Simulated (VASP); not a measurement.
# As (Pm-3n) in VASP: further runs

Runs on As. Level: r2SCAN. Tasks: single point, relaxation of cell and atoms.

Everything below comes from runs of VASP 6.6.1. Logs are shortened: lines on timing, memory, paths and dates and some standing lists are left out, and cuts for length are marked.

## 1. The cell of the first run

It takes space group Pm-3n (No. 223, cubic). The conventional cell has a = 5.382 Å, b = 5.382 Å, c = 5.382 Å, α = 90.00°, β = 90.00°, γ = 90.00°. Within 4.0 Å of As (site symmetry m-3) lie 12 As at 3.01 Å. Within 3.5 Å of As (site symmetry -4m2) lie 14 As at 2.69 to 3.30 Å.

## 2. Single point, r2SCAN

File POSCAR:

```
As
1.0
    5.3821092839      0.0000000000      0.0000000000
    0.0000000000      5.3821092839      0.0000000000
    0.0000000000      0.0000000000      5.3821092839
As
8
Direct
    0.0000000000      1.0000000000      1.0000000000
    0.5000000000      0.5000000000      0.5000000000
    0.2500000000      1.0000000000      0.5000000000
    0.7500000000      0.0000000000      0.5000000000
    0.5000000000      0.2500000000      1.0000000000
    0.5000000000      0.7500000000      0.0000000000
    1.0000000000      0.5000000000      0.2500000000
    1.0000000000      0.5000000000      0.7500000000
```

File INCAR.step1:

```
SYSTEM = As
PREC = Accurate
ENCUT = 520
ISMEAR = -1
SIGMA = 0.1
LREAL = .False.
LASPH = .True.
NELM = 60
NBANDS = 30
GGA = PE
ALGO = Normal
EDIFF = 1E-4
LWAVE = .True.
LCHARG = .False.
```

File INCAR.step2:

```
SYSTEM = As
PREC = Accurate
ENCUT = 520
EDIFF = 1E-7
ISMEAR = -1
SIGMA = 0.1
LREAL = .False.
LASPH = .True.
NELM = 60
ALGO = Normal
ISIF = 2
LWAVE = .False.
LCHARG = .False.
METAGGA = R2SCAN
LMIXTAU = .True.
NBANDS = 30
ISTART = 1
```

File KPOINTS:

```
regular mesh
0
Gamma
  5 5 5
  0 0 0
```

Potentials or basis: VASP PAW PBE potentials, release 64 (As).

Launch:

```console
> cat potpaw_PBE.64/As/POTCAR > POTCAR
> cp INCAR.step1 INCAR
> mpirun -np 1 vasp_std > vasp.out
> cp INCAR.step2 INCAR
> mpirun -np 1 vasp_std > vasp.out
```

OUTCAR:

```text
SYSTEM = As
   PREC = Accurate
   ENCUT = 520
   EDIFF = 1E-7
   ISMEAR = -1
   LREAL = .False.
   LASPH = .True.
   NELM = 60
   ISIF = 2
   METAGGA = R2SCAN
   ISTART = 1

 ion  position               nearest neighbor table
   1  0.000  0.000  0.000-
   2  0.500  0.500  0.500-
   3  0.250  0.000  0.500-   4 2.69   4 2.69
   4  0.750  0.000  0.500-   3 2.69   3 2.69
   5  0.500  0.250  0.000-   6 2.69   6 2.69
   6  0.500  0.750  0.000-   5 2.69   5 2.69
   7  0.000  0.500  0.250-   8 2.69   8 2.69
   8  0.000  0.500  0.750-   7 2.69   7 2.69

  LATTYP: Found a simple cubic cell.
 ALAT       =     5.3821092839

  Lattice vectors:

 A1 = (   5.3821092839,   0.0000000000,   0.0000000000)
 A2 = (   0.0000000000,   5.3821092839,   0.0000000000)
 A3 = (   0.0000000000,   0.0000000000,   5.3821092839)

Analysis of symmetry for initial positions (statically):
=====================================================================
 Subroutine PRICEL returns:
 Original cell was already a primitive cell.

 Routine SETGRP: Setting up the symmetry group for a
 simple cubic supercell.

 Subroutine GETGRP returns: Found 48 space group operations
 (whereof 24 operations were pure point group operations)
 out of a pool of 48 trial point group operations.

The static configuration has the point symmetry T_h .
 The point group associated with its full space group is O_h .

Analysis of symmetry for dynamics (positions and initial velocities):
=====================================================================
 Subroutine PRICEL returns:
 Original cell was already a primitive cell.

 Routine SETGRP: Setting up the symmetry group for a
 simple cubic supercell.

 Subroutine GETGRP returns: Found 48 space group operations
 (whereof 24 operations were pure point group operations)
 out of a pool of 48 trial point group operations.

The dynamic configuration has the point symmetry T_h .
 The point group associated with its full space group is O_h .

 Subroutine INISYM returns: Found 48 space group operations
 (whereof 24 operations are pure point group operations),
 and found     1 'primitive' translations

----------------------------------------------------------------------------------------

                                     Primitive cell

  volume of cell :     155.9041

  direct lattice vectors                    reciprocal lattice vectors
     5.382109284  0.000000000  0.000000000     0.185800761  0.000000000  0.000000000
     0.000000000  5.382109284  0.000000000     0.000000000  0.185800761  0.000000000
     0.000000000  0.000000000  5.382109284     0.000000000  0.000000000  0.185800761

  length of vectors
     5.382109284  5.382109284  5.382109284     0.185800761  0.185800761  0.185800761

  position of ions in fractional coordinates (direct lattice)
     0.000000000  0.000000000  0.000000000
     0.500000000  0.500000000  0.500000000
     0.250000000  0.000000000  0.500000000
     0.750000000  0.000000000  0.500000000
     0.500000000  0.250000000  0.000000000
     0.500000000  0.750000000  0.000000000
     0.000000000  0.500000000  0.250000000
     0.000000000  0.500000000  0.750000000

  ion indices of the primitive-cell ions
   primitive index   ion index
                 1           1
                 2           2
                 3           3
                 4           4
                 5           5
                 6           6
                 7           7
                 8           8

----------------------------------------------------------------------------------------

 KPOINTS: regular mesh

Automatic generation of k-mesh.
 Grid dimensions read from file:
 generate k-points for:    5    5    5

 Generating k-lattice:

  Cartesian coordinates                     Fractional coordinates (reciprocal lattice)
     0.037160152  0.000000000  0.000000000     0.200000000  0.000000000  0.000000000
     0.000000000  0.037160152  0.000000000     0.000000000  0.200000000  0.000000000
     0.000000000  0.000000000  0.037160152     0.000000000  0.000000000  0.200000000

  Length of vectors
     0.037160152  0.037160152  0.037160152

  Shift w.r.t. Gamma in fractional coordinates (k-lattice)
     0.000000000  0.000000000  0.000000000

 Subroutine IBZKPT returns following result:
 ===========================================

 Found     10 irreducible k-points:

 Following reciprocal coordinates:
            Coordinates               Weight
  0.000000  0.000000  0.000000      1.000000
  0.200000  0.000000  0.000000      6.000000
  0.400000  0.000000  0.000000      6.000000
  0.200000  0.200000  0.000000     12.000000
  0.400000  0.200000  0.000000     24.000000
  0.400000  0.400000  0.000000     12.000000
  0.200000  0.200000  0.200000      8.000000
  0.400000  0.200000  0.200000     24.000000
  0.400000  0.400000  0.200000     24.000000
  0.400000  0.400000  0.400000      8.000000
   k-points           NKPTS =     10   k-points in BZ     NKDIM =     10   number of bands    NBANDS=     30
   number of dos      NEDOS =    301   number of ions     NIONS =      8
   total plane-waves  NPLWV =  64000
   dimension x,y,z NGX =    40 NGY =   40 NGZ =   40
   dimension x,y,z NGXF=    80 NGYF=   80 NGZF=   80
   ions per type =               8
   NGX,Y,Z   is equivalent  to a cutoff of  12.36, 12.36, 12.36 a.u.
   NGXF,Y,Z  is equivalent  to a cutoff of  24.71, 24.71, 24.71 a.u.
 SYSTEM =  As
   PREC   = accura    normal or accurate (medium, high low for compatibility)
   ISTART =      1    job   : 0-new  1-cont  2-samecut
   ICHARG =      0    charge: 1-file 2-atom 10-const
   ISPIN  =      1    spin polarized calculation?
   LNONCOLLINEAR =      F non collinear calculations
   LSORBIT =      F    spin-orbit coupling
   LASPH  =      T    aspherical Exc in radial PAW
   ENCUT  =  520.0 eV  38.22 Ry    6.18 a.u.  10.01 10.01 10.01*2*pi/ulx,y,z
   NELM   =     60;   NELMIN=  2; NELMDL=  0     # of ELM steps
   EDIFF  = 0.1E-06   stopping-criterion for ELM
   LREAL  =      F    real-space projection
   EDIFFG = 0.1E-05   stopping-criterion for IOM
   NSW    =      0    number of steps for IOM
   IBRION =     -1    ionic relax: 0-MD 1-quasi-New 2-CG
   NFREE  =      0    steps in history (QN), initial steepest desc. (CG)
   ISIF   =      2    stress and relaxation
   ISYM   =      2    0-nonsym 1-usesym 2-fastsym
   POTIM  = 0.5000    time-step for ionic-motion
   TEBEG  =    0.0;   TEEND  =   0.0 temperature during run
   PSTRESS=    0.0 pullay stress
   NELECT =      40.0000    total number of electrons
   NUPDOWN=      -1.0000    fix difference up-down
   EMIN   =  10.00;   EMAX   =-10.00  energy-range for DOS
   EFERMI =   0.00;   METHOD = LEGACY
   ISMEAR =    -1;   SIGMA  =   0.10  broadening in eV -4-tet -1-fermi 0-gaus
   EFERMI_NEDOS =   21; number of points for ismear=-14 and -15
   IALGO  =     38    algorithm
   IMIX   =      4    mixing-type and parameters
     AMIX     =   0.40;   BMIX     =  1.00
     AMIX_MAG =   1.60;   BMIX_MAG =  1.00
  volume/ion in A,a.u.               =      19.49       131.51
  Fermi-wavevector in a.u.,A,eV,Ry     =   1.040261  1.965808 14.723449  1.082143
  Thomas-Fermi vector in A             =   2.174829
   LORBIT       =      0    0 simple, 1 ext, 2 COOP (PROOUT), +10 PAW based schemes
   METAGGA = R2SCAN    functional components
   LHFCALC =     F    Hartree Fock is set to
   AEXX    =    0.0000 exact exchange contribution
   IVDW    =     0    specifies the selected vdW correction
   LEPSILON=     F    determine dielectric tensor
   LRPA    =     F    only Hartree local field effects (RPA)
 non-spin polarized calculation
  energy-cutoff  :      520.00
  volume of cell :      155.90
 maximum number of plane-waves:      4212
   NGX = 21   NGY = 21   NGZ = 21

 number of electron      40.0000009 magnetization

 Free energy of the ion-electron system (eV)
  ---------------------------------------------------
  ext. energy  EPLUGINS =         0.00000000
  ---------------------------------------------------
  free energy    TOTEN  =      -111.43693723 eV

  energy without entropy =     -111.28338631  energy(sigma->0) =     -111.36016177

 E-fermi :   6.0120     XC(G=0): -11.2183

 val. band max:        5.9173894347   @ k =   0.4000   0.4000   0.4000
 cond. band min:       6.1166559722   @ k =   0.4000   0.2000   0.0000
 fundamental gap:      0.1992665375
 Fermi energy:         6.0120143741

 k-point     1 :       0.0000    0.0000    0.0000
  band No.  band energies     occupation
      1      -9.5782      2.00000
      2      -5.9001      2.00000
      3      -5.9001      2.00000
      4      -5.5152      2.00000
      5      -3.6850      2.00000
      6      -3.6850      2.00000
[... 22 lines left out ...]
     29       9.8325      0.00000
     30      13.2196      0.00000

 k-point     2 :       0.2000    0.0000    0.0000
  band No.  band energies     occupation
      1      -9.3764      2.00000
      2      -6.6070      2.00000
      3      -5.7319      2.00000
      4      -5.4864      2.00000
      5      -3.5924      2.00000
      6      -3.5924      2.00000
[... 22 lines left out ...]
     29       9.9014      0.00000
     30      11.4173      0.00000

 k-point     3 :       0.4000    0.0000    0.0000
  band No.  band energies     occupation
      1      -8.7780      2.00000
      2      -7.8136      2.00000
      3      -5.2982      2.00000
      4      -5.1529      2.00000
      5      -3.9476      2.00000
      6      -3.8196      2.00000
[... 220 lines left out ...]
     29       8.7452      0.00000
     30       9.2793      0.00000

 k-point    10 :       0.4000    0.4000    0.4000
  band No.  band energies     occupation
      1      -7.2053      2.00000
      2      -6.3020      2.00000
      3      -6.3020      2.00000
      4      -6.2336      2.00000
      5      -5.3858      2.00000
      6      -5.3858      2.00000
[... 22 lines left out ...]
     29       7.8325      0.00000
     30       8.2848      0.00000

------------------------ aborting loop because EDIFF is reached ----------------------------------------

  FORCE on cell =-STRESS in cart. coord.  units (eV):
  Direction    XX          YY          ZZ          XY          YZ          ZX
  --------------------------------------------------------------------------------------
  -------------------------------------------------------------------------------------
  Total       -0.1168191     -0.1168191     -0.1168191      0.0000000      0.0000000      0.0000000
  in kB       -1.2005133     -1.2005133     -1.2005133      0.0000000      0.0000000      0.0000000
  external PRESSURE =      -1.2005133 kB  Pullay stress =       0.0000000 kB

 VOLUME and BASIS-vectors are now :
 -----------------------------------------------------------------------------
  energy-cutoff  :      520.00
  volume of cell :      155.90
      direct lattice vectors                 reciprocal lattice vectors
     5.382109284  0.000000000  0.000000000     0.185800761  0.000000000  0.000000000
     0.000000000  5.382109284  0.000000000     0.000000000  0.185800761  0.000000000
     0.000000000  0.000000000  5.382109284     0.000000000  0.000000000  0.185800761

 POSITION                                       TOTAL-FORCE (eV/Angst)
 -----------------------------------------------------------------------------------
      0.00000      0.00000      0.00000        -0.000000     -0.000000     -0.000000
      2.69105      2.69105      2.69105        -0.000000     -0.000000     -0.000000
      1.34553      0.00000      2.69105         0.000000      0.000000      0.000000
      4.03658      0.00000      2.69105        -0.000000     -0.000000     -0.000000
      2.69105      1.34553      0.00000        -0.000000     -0.000000      0.000000
      2.69105      4.03658      0.00000         0.000000     -0.000000     -0.000000
      0.00000      2.69105      1.34553         0.000000     -0.000000     -0.000000
      0.00000      2.69105      4.03658         0.000000      0.000000     -0.000000
 -----------------------------------------------------------------------------------
    total drift:                                0.000000     -0.000000      0.000000

  FREE ENERGIE OF THE ION-ELECTRON SYSTEM (eV)
  ---------------------------------------------------
  free  energy   TOTEN  =      -111.4369372314 eV

  energy  without entropy=     -111.2833863073  energy(sigma->0) =     -111.36016177
```

It took 69 s on 1 thread of Intel Xeon 6975P-C (Granite Rapids), shared host; peak memory 0.26 GiB.

What came out:

```
Free energy            : -111.4369 eV
Pressure               : -0.1 GPa
Band gap on the k mesh : zero (bands 20 and 21 overlap by 0.55 eV)
```

Levels at points of the mesh, in eV from the Fermi level:
| k point | band 18 | band 19 | band 20 | band 21 | band 22 | band 23 |
| --- | --- | --- | --- | --- | --- | --- |
| (0.00, 0.00, 0.00) | -1.78 | -1.78 | -1.78 | 1.09 | 1.09 | 1.09 |

Caveat: the PAW data sets were made with another functional, which shifts forces and pressure a little.

## 3. Single point, r2SCAN

POSCAR is that of step 2.

File INCAR.step1:

```
ALGO = Normal
EDIFF = 1E-4
ENCUT = 520
GGA = PE
ISMEAR = -1
LASPH = True
LCHARG = False
LREAL = False
LWAVE = True
NBANDS = 30
NELM = 60
PREC = Accurate
SIGMA = 0.1
```

File INCAR.step2:

```
ALGO = Normal
EDIFF = 1E-7
ENCUT = 520
ISIF = 2
ISMEAR = -1
ISTART = 1
LASPH = True
LCHARG = False
LMIXTAU = True
LREAL = False
LWAVE = False
METAGGA = R2SCAN
NBANDS = 30
NELM = 60
PREC = Accurate
SIGMA = 0.1
```

File KPOINTS:

```
k-points
0
Gamma
  6 6 6
```

Potentials or basis: VASP PAW PBE potentials, release 64 (As).

Launch:

```console
> cat potpaw_PBE.64/As/POTCAR > POTCAR
> cp INCAR.step1 INCAR
> mpirun -np 1 vasp_std > vasp.out
> cp INCAR.step2 INCAR
> mpirun -np 1 vasp_std > vasp.out
```

Wall time 1.8 min (1 thread of Intel Xeon 6975P-C (Granite Rapids), shared host); peak memory 0.27 GiB.

The run converged. Its results:

- Free energy: -111.3309 eV
- Pressure: -0.6 GPa
- Band gap on the k mesh: zero (bands 20 and 21 overlap by 0.63 eV)

Levels at points of the mesh, in eV from the Fermi level:
| k point | band 16 | band 17 | band 18 | band 19 | band 20 | band 21 | band 22 | band 23 | band 24 | band 25 |
| --- | --- | --- | --- | --- | --- | --- | --- | --- | --- | --- |
| (0.00, 0.00, 0.00) | -3.60 | -2.74 | -1.95 | -1.95 | -1.95 | 0.93 | 0.93 | 0.93 | 1.47 | 1.47 |
| (0.50, 0.00, 0.00) | -2.63 | -1.56 | -1.56 | -0.86 | -0.86 | 0.29 | 0.29 | 1.26 | 1.26 | 1.59 |
| (0.50, 0.50, 0.00) | -1.82 | -1.56 | -1.56 | -0.70 | -0.30 | 0.40 | 0.64 | 1.31 | 1.31 | 1.82 |
| (0.50, 0.50, 0.50) | -1.78 | 0.01 | 0.01 | 0.01 | 0.01 | 0.01 | 0.01 | 0.09 | 0.09 | 0.09 |

Caveat: the PAW data sets were made with another functional, which shifts forces and pressure a little.

## 4. Relaxation of cell and atoms, r2SCAN

This run uses another cell than the first one, of 18.30 Å³/atom.

File POSCAR:

```
As
1.0
    5.2705306221      0.0000000000      0.0000000000
    0.0000000000      5.2705306221      0.0000000000
    0.0000000000      0.0000000000      5.2705306221
As
8
Direct
    0.0000000000      0.0000000000      0.0000000000
    0.5000000000      0.5000000000      0.5000000000
    0.2500000000      0.0000000000      0.5000000000
    0.7500000000      0.0000000000      0.5000000000
    0.5000000000      0.2500000000      0.0000000000
    0.5000000000      0.7500000000      0.0000000000
    0.0000000000      0.5000000000      0.2500000000
    0.0000000000      0.5000000000      0.7500000000
```

File INCAR.step1:

```
ALGO     = Normal         # electronic algorithm
EDIFF    = 1E-4           # SCF threshold, eV
ENCUT    = 600            # plane-wave cutoff, eV
GGA      = PE             # functional
ISMEAR   = -1             # smearing method
LASPH    = T              # aspherical terms in the spheres
LCHARG   = F              # write CHGCAR
LREAL    = F              # projectors in reciprocal space
LWAVE    = T              # write WAVECAR
NELM     = 80             # most SCF steps
PREC     = Accurate       # precision mode
SIGMA    = 0.1            # smearing width, eV
```

File INCAR.step2:

```
ALGO     = Normal         # electronic algorithm
EDIFF    = 1E-6           # SCF threshold, eV
EDIFFG   = -0.01          # ionic threshold
ENCUT    = 600            # plane-wave cutoff, eV
IBRION   = 2              # ionic algorithm
ISIF     = 3              # what is computed and relaxed
ISMEAR   = -1             # smearing method
ISTART   = 1            
LASPH    = T              # aspherical terms in the spheres
LCHARG   = F              # write CHGCAR
LMIXTAU  = T            
LREAL    = F              # projectors in reciprocal space
LWAVE    = F              # write WAVECAR
METAGGA  = R2SCAN         # meta-GGA
NELM     = 80             # most SCF steps
NSW      = 80             # ionic steps
PREC     = Accurate       # precision mode
SIGMA    = 0.1            # smearing width, eV
```

File KPOINTS:

```
k-points
0
Gamma
  5 5 5
```

Launch:

```console
> cat potpaw_PBE.64/As/POTCAR > POTCAR
> cp INCAR.step1 INCAR
> mpirun -np 1 vasp_std > vasp.out
> cp INCAR.step2 INCAR
> mpirun -np 1 vasp_std > vasp.out
```

It took 3.4 min on 1 thread of Intel Xeon 6975P-C (Granite Rapids), shared host; peak memory 0.29 GiB.

The run converged. Its results:

```yaml
Free_energy: -111.4378 eV
Relaxed_volume: 19.46 Å³/atom
Relaxed_cell: a = 5.379 Å, b = 5.379 Å, c = 5.379 Å, α = 90.00°, β = 90.00°, γ = 90.00°
Space_group_after_relaxing_to_0.1_Å: Pm-3n (No. 223)
Energy_gained_by_relaxing: 19.2 meV/atom
Ionic_steps: 3
Pressure_after_relaxing: 0.0 GPa
Band_gap_on_the_k_mesh: zero (bands 20 and 21 overlap by 0.56 eV)
```

Step by step:
```csv
step,energy change (eV),largest force (eV/Å),pressure (GPa),volume (Å³)
1,0.0000,0.0000,5.59,146.41
2,-0.1196,0.0000,-2.24,160.35
3,-0.1533,0.0000,0.01,155.66
```

Final structure:
```cif
data_structure
_symmetry_space_group_name_H-M 'P 1'
_symmetry_Int_Tables_number 1
_cell_length_a 5.3793
_cell_length_b 5.3793
_cell_length_c 5.3793
_cell_angle_alpha 90.000
_cell_angle_beta 90.000
_cell_angle_gamma 90.000
_cell_volume 155.66
loop_
_atom_site_label
_atom_site_type_symbol
_atom_site_fract_x
_atom_site_fract_y
_atom_site_fract_z
_atom_site_occupancy
As1 As 0.00000 0.00000 0.00000 1
As2 As 0.50000 0.50000 0.50000 1
As3 As 0.25000 0.00000 0.50000 1
As4 As 0.75000 0.00000 0.50000 1
As5 As 0.50000 0.25000 0.00000 1
As6 As 0.50000 0.75000 0.00000 1
As7 As 0.00000 0.50000 0.25000 1
As8 As 0.00000 0.50000 0.75000 1
```

Levels at points of the mesh, in eV from the Fermi level:
```csv
k point,band 17,band 18,band 19,band 20,band 21,band 22,band 23,band 24
"(0.00, 0.00, 0.00)",-2.58,-1.79,-1.79,-1.79,1.10,1.10,1.10,1.65
```

Caveat: the PAW data sets were made with another functional, which shifts forces and pressure a little.

## 5. The runs side by side

| task | cell | k mesh | cutoff (eV) | gap on the mesh (eV) | pressure (GPa) |
| --- | --- | --- | --- | --- | --- |
| single point | a = 5.382 Å, 8 atoms | 5 × 5 × 5 | 520 | none | -0.1 |
| single point | a = 5.382 Å, 8 atoms | 6 × 6 × 6 | 520 | none | -0.6 |
| relaxation of cell and atoms | relaxed from a = 5.271 Å, 8 atoms | 5 × 5 × 5 | 600 | none | 0.0 |

Alike in all rows: level r2SCAN; potentials or basis VASP PAW PBE potentials, release 64 (As); no spin polarisation; smearing fermi-dirac 0.1 eV.

Caveats: the PAW data sets were made with another functional, which shifts forces and pressure a little.

Total energies depend on the potentials used, so only differences within one code and one set of settings carry meaning.

The gap in the log of VASP goes by the Fermi energy; the results here count the filled bands.